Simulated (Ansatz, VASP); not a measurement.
One calculation of TiC, two programs

```
CELL_PARAMETERS angstrom
0.00000 2.22499 2.04699
2.22499 0.00000 2.04699
2.22499 2.22499 0.00000
ATOMIC_POSITIONS crystal
Ti 0.00000 0.00000 0.00000
C 0.50000 0.50000 0.50000
```

Alike in both runs: task single point; functional PBEsol; k mesh 20 × 20 × 20; occupations gaussian, width 0.15 eV; no spin polarisation.

|  | VASP | Ansatz |
| --- | --- | --- |
| version | VASP 6.6.1 | Ansatz 0.2.0 |
| potentials or method | VASP PAW PBE potentials, release 64 (Ti_sv, C), cutoff 520 eV | scalar-relativistic, plane waves, PAW |
| valence electrons in the cell | 16 | 16 |

```csv
,VASP,Ansatz,Ansatz less VASP
gap on the k mesh at the Fermi level (eV),none,none,-
pressure (GPa),-2.6,-2.8,-0.21
"traceless stress, the component that is largest in VASP (GPa)",25.18,25.14,-0.046
```

VASP's potentials were made for PBE, not for PBEsol. A gap of «none» marks a metal or a gap that the smearing closes.
